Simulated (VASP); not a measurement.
**Mg16O16F (a cell with a defect): single point with PBE**

System: Mg16O16F (a cell with a defect).

```
CELL_PARAMETERS angstrom
-4.25438 4.25438 4.25438
4.25438 -4.25438 4.25438
4.25438 4.25438 -4.25438
ATOMIC_POSITIONS crystal
Mg 0.00452 0.00511 0.00469
Mg 0.00588 0.25706 0.75533
Mg 0.00660 0.50634 0.50594
Mg 0.00591 0.75572 0.25664
Mg 0.25654 0.00648 0.75533
Mg 0.24033 0.24091 0.50572
Mg 0.24035 0.50602 0.24050
Mg 0.25650 0.75572 0.00608
Mg 0.50584 0.00715 0.50599
Mg 0.50560 0.24093 0.24049
Mg 0.50582 0.50636 0.00676
Mg 0.50123 0.77102 0.77064
Mg 0.75517 0.00647 0.25666
Mg 0.75518 0.25706 0.00603
Mg 0.77048 0.50181 0.77064
Mg 0.77051 0.77106 0.50139
O 0.00647 0.00702 0.50664
O 0.98585 0.24868 0.24829
O 0.00648 0.50705 0.00663
O 0.02864 0.76201 0.76162
O 0.24808 0.98647 0.24823
O 0.24812 0.24866 0.98601
O 0.25870 0.50682 0.75502
O 0.25871 0.75542 0.50639
O 0.50647 0.00700 0.00660
O 0.50628 0.25927 0.75503
O 0.39274 0.39319 0.39289
O 0.50624 0.75542 0.25885
O 0.76145 0.02916 0.76158
O 0.75489 0.25928 0.50644
O 0.75488 0.50683 0.25886
O 0.76147 0.76200 0.02877
F 0.65161 0.65217 0.65173
```

```
Program             : VASP 6.6.1
Task                : single point
Functional          : PBE
Potentials or basis : VASP PAW PBE potentials, release 64 (Mg, O, F)
Cutoff              : 520 eV
k mesh              : 1 × 1 × 1, shifted
Occupations         : fermi-dirac, width 0.01 eV
Spin                : collinear spin
Fixed moment        : 1 μB
```

* Pressure: 8.0 GPa
* Largest force: 0.022 eV/Å
* Net moment: 1.00 μB per cell
* Site moments: Mg -0.00, +0.00 (each value once); O +0.01, +0.04, +0.00, +0.56 (each value once); F +0.15 μB
* Valence electrons inside the program's atomic spheres: Mg 0.36, 0.41, 0.40, 0.44 (each value once); O 5.12, 5.09, 5.10, 5.04 (each value once); F 6.20

Forces in eV/Å, atoms in the order of the input:
```
Mg  -0.003  0.001 -0.001
Mg  -0.003  0.005  0.001
Mg   0.000 -0.001 -0.001
Mg  -0.001  0.000  0.005
Mg   0.003 -0.002 -0.005
Mg  -0.004 -0.003 -0.004
Mg  -0.002 -0.006 -0.001
Mg   0.004 -0.003  0.000
Mg  -0.002 -0.008 -0.002
Mg  -0.004 -0.004 -0.006
Mg  -0.001 -0.003 -0.003
Mg  -0.012  0.012  0.012
Mg  -0.002 -0.002  0.003
Mg   0.000  0.004 -0.003
Mg   0.012 -0.012  0.014
Mg   0.012  0.013 -0.012
O   -0.001 -0.002  0.002
O    0.006  0.002  0.005
O   -0.002  0.003 -0.003
O   -0.005 -0.004 -0.003
O    0.001  0.013 -0.001
O    0.005  0.001  0.009
O    0.002  0.000 -0.005
O    0.005 -0.005 -0.001
O    0.003  0.000  0.001
O   -0.002  0.003 -0.007
O    0.000  0.001  0.002
O   -0.002 -0.005  0.005
O   -0.001 -0.002 -0.002
O   -0.007  0.002 -0.003
O   -0.006 -0.002  0.002
O   -0.002 -0.004 -0.005
F    0.009  0.005  0.007
```

Stress tensor (GPa, compression positive):
```
7.96 1.11 1.11
1.11 7.96 1.11
1.11 1.11 7.97
```

Run time: 120 s on 1 thread of AMD EPYC 9R45 96-Core Processor (Zen 5) (shared host), peak memory 0.53 GiB.

Caveat: the total moment is fixed, so each spin has its own Fermi level.
